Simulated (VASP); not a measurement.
Wanted: the native input for a VASP 6.6.1 run.

```yaml
Task: single point
Functional: r2SCAN
Potentials_or_basis: VASP PAW PBE potentials, release 64 (Cd, S)
Cutoff: 520 eV
k_mesh: 8 × 8 × 8
Occupations: gaussian, width 0.01 eV
Spin: no spin polarisation
Dipole_correction: no
Further_INCAR_settings: ALGO = Normal; EDIFF = 1e-07; NBANDS = 16
```

The system is CdS.

```
Cd S
1.0
     0.00000    2.87925    3.02549
     2.87925    0.00000    3.02549
     2.87925    2.87925    0.00000
Cd S
1 1
Direct
  0.00000 0.00000 0.00000
  0.25000 0.25000 0.25000
```

This cell differs from its parent crystal: epitaxial xy strain -2.0%.

One way to write it, as run:

POSCAR

```
CdS
1.0
    0.0000000000      2.8792548573      3.0254941450
    2.8792548573      0.0000000000      3.0254941450
    2.8792548573      2.8792548573      0.0000000000
Cd S
1 1
Direct
    0.0000000000      0.0000000000      0.0000000000
    0.2500000000      0.2500000000      0.2500000000
```

INCAR.step1

```
SYSTEM = CdS
ALGO     = Normal         ! electronic algorithm
EDIFF    = 1E-4           ! SCF threshold, eV
ENCUT    = 520            ! plane-wave cutoff, eV
GGA      = PE             ! functional
ISMEAR   = 0              ! smearing method
LASPH    = .True.         ! aspherical terms in the spheres
LCHARG   = .False.        ! write CHGCAR
LREAL    = .False.        ! projectors in reciprocal space
LWAVE    = .True.         ! write WAVECAR
NBANDS   = 16             ! bands
NELM     = 60             ! most SCF steps
PREC     = Accurate       ! precision mode
SIGMA    = 0.01           ! smearing width, eV
```

INCAR.step2

```
SYSTEM = CdS
ALGO     = Normal         ! electronic algorithm
EDIFF    = 1E-7           ! SCF threshold, eV
ENCUT    = 520            ! plane-wave cutoff, eV
ISIF     = 2              ! what is computed and relaxed
ISMEAR   = 0              ! smearing method
ISTART   = 1            
LASPH    = .True.         ! aspherical terms in the spheres
LCHARG   = .False.        ! write CHGCAR
LMIXTAU  = .True.       
LREAL    = .False.        ! projectors in reciprocal space
LWAVE    = .False.        ! write WAVECAR
METAGGA  = R2SCAN         ! meta-GGA
NBANDS   = 16             ! bands
NELM     = 60             ! most SCF steps
PREC     = Accurate       ! precision mode
SIGMA    = 0.01           ! smearing width, eV
```

KPOINTS

```
k-points
0
Gamma
  8 8 8
  0 0 0
```

Potentials or basis: VASP PAW PBE potentials, release 64 (Cd, S).

Run with:

```sh
$ cat potpaw_PBE.64/Cd/POTCAR potpaw_PBE.64/S/POTCAR > POTCAR
$ cp INCAR.step1 INCAR
$ mpirun -np 1 vasp_std > vasp.out
$ cp INCAR.step2 INCAR
$ mpirun -np 1 vasp_std > vasp.out
```

It gave:

- Pressure: 1.0 GPa
- Band gap on the k mesh: 1.51 eV, direct

Caveat: the cell differs from its parent crystal (epitaxial xy strain -2.0%); the PAW data sets were made with another functional, which shifts forces and pressure a little.

Run time: 3.5 min on 1 thread of AMD EPYC 7R13 Processor (Zen 3) (shared host), peak memory 0.17 GiB.
